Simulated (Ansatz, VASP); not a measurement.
One calculation of In, two programs

```
In
1.0
    -1.65930    1.70300    2.53693
     1.70300   -1.65930    2.53693
     1.59786    1.59786   -2.50821
In
1
Cartesian
  0.0000 0.0000 0.0000
```

Alike in both runs: task single point; functional PBEsol; k mesh 19 × 19 × 23; occupations fermi-dirac, width 0.1 eV; no spin polarisation.

|  | VASP | Ansatz |
| --- | --- | --- |
| version | VASP 6.6.1 | Ansatz 0.2.0 |
| potentials or method | VASP PAW PBE potentials, release 64 (In_d), cutoff 500 eV | plane waves (420 eV) with PAW, scalar-relativistic |
| valence electrons in the cell | 13 | 13 |

|  | VASP | Ansatz | Ansatz less VASP |
| --- | --- | --- | --- |
| pressure (GPa) | -2.8 | -2.8 | +0.02 |
| traceless stress, the component that is largest in VASP (GPa) | 0.12 | 0.12 | 0.000 |

VASP's potentials were made for PBE, not for PBEsol, and Ansatz warns of the same on its side. With one functional, cell and mesh, what is left measures potentials, basis and numerics.
